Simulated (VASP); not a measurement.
**TaOF: single point with PBE**

Crystal: TaOF.

```
CELL_PARAMETERS angstrom
3.59127 0.00000 0.00000
-1.79563 3.11013 0.00000
0.00000 0.00000 2.89714
ATOMIC_POSITIONS crystal
Ta 0.00000 0.00000 0.50000
O 0.66667 0.33333 0.50000
F 0.33333 0.66667 0.00000
```

The cell was generated, and may not be a known phase.

```
Program                : VASP 6.6.1
Task                   : single point
Functional             : PBE
Potentials or basis    : VASP PAW PBE potentials, release 64 (Ta_pv, O, F)
Cutoff                 : 520 eV
k mesh                 : 12 × 12 × 16
Occupations            : gaussian, width 0.1 eV
Spin                   : no spin polarisation
Dipole correction      : no
Further INCAR settings : ALGO = Normal; EDIFF = 1e-06; NBANDS = 19
```

```
Pressure               : 0.2 GPa
Band gap on the k mesh : zero (bands 12 and 13 overlap by 1.22 eV)
```

Stress tensor (GPa, compression positive):
```
 0.35  0.00  0.00
 0.00  0.35  0.00
 0.00  0.00 -0.04
```

Levels at points of the mesh, in eV from the Fermi level:
| k point | band 8 | band 9 | band 10 | band 11 | band 12 | band 13 | band 14 | band 15 | band 16 | band 17 |
| --- | --- | --- | --- | --- | --- | --- | --- | --- | --- | --- |
| (0.00, 0.00, 0.00) | -7.23 | -5.96 | -5.96 | -4.04 | -3.77 | 1.82 | 1.82 | 1.84 | 4.70 | 4.70 |
| (0.50, 0.00, 0.00) | -7.33 | -6.87 | -6.02 | -4.55 | -2.64 | 0.08 | 1.52 | 2.34 | 3.07 | 7.27 |
| (0.00, 0.00, 0.50) | -7.89 | -7.57 | -7.57 | -6.17 | -0.69 | -0.69 | 3.42 | 4.29 | 4.29 | 5.53 |
| (0.50, 0.00, 0.50) | -8.06 | -6.37 | -6.01 | -5.23 | 0.21 | 0.46 | 1.54 | 1.80 | 4.96 | 6.09 |

Wall time 110 s on 1 thread of Oxide Virtual Turin-like Processor, with other jobs on the host, peak memory 0.2 GiB.

Caveat: spin-orbit coupling is left out, which moves the levels of the heavy elements.
